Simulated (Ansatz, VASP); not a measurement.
# Two plane-wave programs on ZnS

INCAR

```
SYSTEM = ZnS
ALGO = Normal
EDIFF = 1E-6
ENCUT = 500
GGA = PS
GGA_COMPAT = .FALSE.
ISIF = 2
ISMEAR = 1
LASPH = .TRUE.
LCHARG = .FALSE.
LREAL = .FALSE.
LWAVE = .FALSE.
NBANDS = 16
NELM = 120
PREC = Accurate
SIGMA = 0.001
```

KPOINTS

```
k-points
0
G
  6 6 6
  0 0 0
```

The input POSCAR:

```
ZnS
1.0
    0.0000000000      2.5310227333      2.5310227333
    2.5310227333      0.0000000000      2.5310227333
    2.5310227333      2.5310227333      0.0000000000
Zn S
1 1
Direct
    0.0000000000      0.0000000000      0.0000000000
    0.5000000000      0.5000000000      0.5000000000
```

Input for Ansatz:

```yaml
crystal:
  lattice:
    - [0.0, 2.5310227333, 2.5310227333]
    - [2.5310227333, 0.0, 2.5310227333]
    - [2.5310227333, 2.5310227333, 0.0]
  atoms:
    - { symbol: Zn, position: [0.0, 0.0, 0.0] }
    - { symbol: S, position: [0.5, 0.5, 0.5] }
kpoints:
  mp_grid: { grid: [6, 6, 6] }
hamiltonian:
  xc: pbesol
scf:
  occupations: { method: methfessel_paxton, width: 0.001 }
  n_extra_bands: 4
output:
  forces: true
  stress: true
  eigenvalues: true
```

Alike in both runs: task single point; functional PBEsol; k mesh 6 × 6 × 6; occupations methfessel-paxton of order 1, width 0.001 eV; no spin polarisation.

|  | VASP | Ansatz |
| --- | --- | --- |
| version | VASP 6.6.1 | Ansatz 0.2.0 |
| potentials or method | VASP PAW PBE potentials, release 64 (Zn, S) | plane waves |
| plane-wave cutoff (eV) | 500 | 420 |
| valence electrons in the cell | 18 | 18 |

Ansatz gave:

```
pressure (GPa) : -2.3
```

Question: Which values does VASP return?

Answer: Pressure (GPa): -2.1.

VASP's potentials were made for PBE, not for PBEsol.
